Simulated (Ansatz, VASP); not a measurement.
Two plane-wave programs on TiC

```xyz
2
Lattice="0.0000 2.1640 2.1965 2.1640 0.0000 2.1965 2.1640 2.1640 0.0000" Properties=species:S:1:pos:R:3 pbc="T T T"
Ti    0.0000    0.0000    0.0000
C     2.1640    2.1640    2.1965
```

Change from the starting cell: strain +0.000 along x and y, +0.015 along z, atoms carried along.

Alike in both runs: task single point; functional PBE; k mesh 18 × 18 × 18; occupations gaussian, width 0.15 eV; no spin polarisation.

```csv
,VASP,Ansatz
version,VASP 6.6.1,Ansatz 0.2.0
potentials or method,"VASP PAW PBE potentials, release 64 (Ti_sv, C), cutoff 520 eV","scalar-relativistic, plane waves, PAW"
valence electrons in the cell,16,16
```

```csv
,VASP,Ansatz,Ansatz less VASP
gap on the k mesh at the Fermi level (eV),none,none,-
pressure (GPa),-2.5,-2.7,-0.14
"traceless stress, the component that is largest in VASP (GPa)",-3.60,-3.56,+0.031
```

A gap of «none» marks a metal or a gap that the smearing closes.
